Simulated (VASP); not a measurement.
H: elastic constants with LDA

The system is H.

```
CELL_PARAMETERS angstrom
-1.41019 1.41019 1.93062
1.41019 -1.41019 1.93062
1.41019 1.41019 -1.93062
ATOMIC_POSITIONS crystal
H 0.90015 0.90015 0.00000
H 0.09985 0.09985 0.00000
```

```
Program                   : VASP 6.6.1
Task                      : elastic constants
Functional                : LDA
Potentials or basis       : VASP PAW LDA potentials, release 64 (H)
Cutoff                    : 600 eV
k mesh                    : 12 × 12 × 12
Occupations               : gaussian, width 0.01 eV
Spin                      : no spin polarisation
Dipole correction         : no
Ions in elastic constants : relaxed
Further INCAR settings    : ALGO = Normal; EDIFF = 1e-08; IBRION = 6; POTIM = 0.015; NSW = 1; ISIF = 3
```

```yaml
Voigt_bulk_modulus: 6 GPa
Highest_phonon_frequency_at_Γ: 4090 cm⁻¹
```

Phonon frequencies in cm⁻¹ (negative: imaginary):
```csv
q point,frequencies
"(0.000, 0.000, 0.000)",0 0 0 208 208 4090
```

Elastic tensor in Voigt notation (GPa, in the Cartesian axes of the cell as first typed):
```
13  1  4  0  0  0
 1 13  4  0  0  0
 4  4 11  0  0  0
 0  0  0  6  0  0
 0  0  0  0  6  0
 0  0  0  0  0  3
```

Clamped-ion elastic tensor (GPa):
```
 13   1   4   0   0   0
  1  13   4   0   0   0
  4   4 200   0   0   0
  0   0   0   7   0   0
  0   0   0   0   7   0
  0   0   0   0   0   3
```

It took 4 min on 1 thread of Intel Xeon 8259CL, on a shared host, peak memory 0.21 GiB.
